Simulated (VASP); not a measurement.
Set up this calculation in VASP 6.6.1, as the native input.

```yaml
Task: single point
Functional: BLYP
Potentials_or_basis: VASP PAW PBE potentials, release 64 (Nb_sv)
Cutoff: 520 eV
k_mesh: 8 × 8 × 13
Occupations: fermi-dirac, width 0.1 eV
Spin: no spin polarisation
Dipole_correction: no
Further_INCAR_settings: ALGO = Normal; EDIFF = 1e-06; NBANDS = 26
```

The structure of Nb lies in POSCAR:

```
Nb
1.0
    4.9551073367      0.0000000000      0.0000000000
   -2.4775536684      4.2912488321      0.0000000000
    0.0000000000      0.0000000000      2.7149448905
Nb
3
Direct
    1.0000000000      0.0000000000      0.0000000000
    0.3333333333      0.6666666667      0.5000000000
    0.6666666667      0.3333333333      0.5000000000
```

This isn't the form of Nb at room conditions, which is bcc.

One way to write it, as run:

INCAR

```
SYSTEM = Nb
PREC = Accurate
ENCUT = 520
EDIFF = 1E-6
ISMEAR = -1
SIGMA = 0.1
LREAL = .False.
LASPH = .True.
NELM = 60
ALGO = Normal
ISIF = 2
LWAVE = .False.
LCHARG = .True.
GGA = B5
ALDAX = 1.0
AGGAX = 1.0
AGGAC = 1.0
ALDAC = 0.0
LELF = .True.
LVHAR = .True.
NBANDS = 26
```

KPOINTS

```
regular mesh
0
Gamma
  8 8 13
  0 0 0
```

Potentials or basis: VASP PAW PBE potentials, release 64 (Nb_sv).

Command:

```bash
$ cat potpaw_PBE.64/Nb_sv/POTCAR > POTCAR
$ mpirun -np 1 vasp_std > vasp.out
```

Results of the run:

```
Pressure               : -0.1 GPa
Band gap on the k mesh : zero (an odd number of electrons rules out a gap without spin polarisation)
```

Caveat: the PAW data sets were made with another functional, which shifts forces and pressure a little.

Wall time 3.3 min on 1 thread of Intel Xeon 8259CL, with other jobs on the host, peak memory 0.22 GiB.
